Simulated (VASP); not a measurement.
Set up this calculation in VASP 6.6.1, as the native input.

```
Task                   : relaxation of cell and atoms
Functional             : LDA
Potentials or basis    : VASP PAW LDA potentials, release 64 (Al, N)
Cutoff                 : 600 eV
k mesh                 : 10 × 10 × 10
Occupations            : gaussian, width 0.02 eV
Spin                   : no spin polarisation
Dipole correction      : no
Further INCAR settings : ALGO = Normal; EDIFF = 1e-07; IBRION = 2; EDIFFG = -0.002; NSW = 100; ISIF = 3
```

The structure of AlN lies in POSCAR:

```
AlN
1.0
    0.0000000000      2.1839935600      2.1839935600
    2.1839935600      0.0000000000      2.1839935600
    2.1839935600      2.1839935600      0.0000000000
Al N
1 1
Direct
    0.0000000000      0.0000000000      0.0000000000
    0.2500000000      0.2500000000      0.2500000000
```

The input as run:

INCAR

```
SYSTEM = AlN
PREC = Accurate ; ENCUT = 600
EDIFF = 1E-7 ; ISMEAR = 0
SIGMA = 0.02 ; LREAL = .False.
LASPH = .True. ; NELM = 120
ALGO = Normal ; ISIF = 3
LWAVE = .False. ; LCHARG = .False.
IBRION = 2 ; NSW = 100
EDIFFG = -0.002 ; GGA_COMPAT = .False.
NELMIN = 4
```

KPOINTS

```
regular mesh
0
Gamma
  10 10 10
  0 0 0
```

Potentials or basis: VASP PAW LDA potentials, release 64 (Al, N).

Run with:

```console
$ cat potpaw_LDA.64/Al/POTCAR potpaw_LDA.64/N/POTCAR > POTCAR
$ mpirun -np 1 vasp_std > vasp.out
```

Results of the run:

* Relaxed volume: 10.26 Å³/atom
* Relaxed cell: a = 3.073 Å, b = 3.073 Å, c = 3.073 Å, α = 60.00°, β = 60.00°, γ = 60.00°
* Space group after relaxing (to 0.1 Å): F-43m (No. 216)
* Energy gained by relaxing: 1.5 meV/atom
* Ionic steps: 3
* Pressure after relaxing: 0.0 GPa
* Band gap on the k mesh: 3.23 eV (least direct gap 4.37 eV)

Run time: 14 s on 1 thread of Intel(R) Xeon(R) 6975P-C (Granite Rapids), on a shared host, peak memory 0.13 GiB.
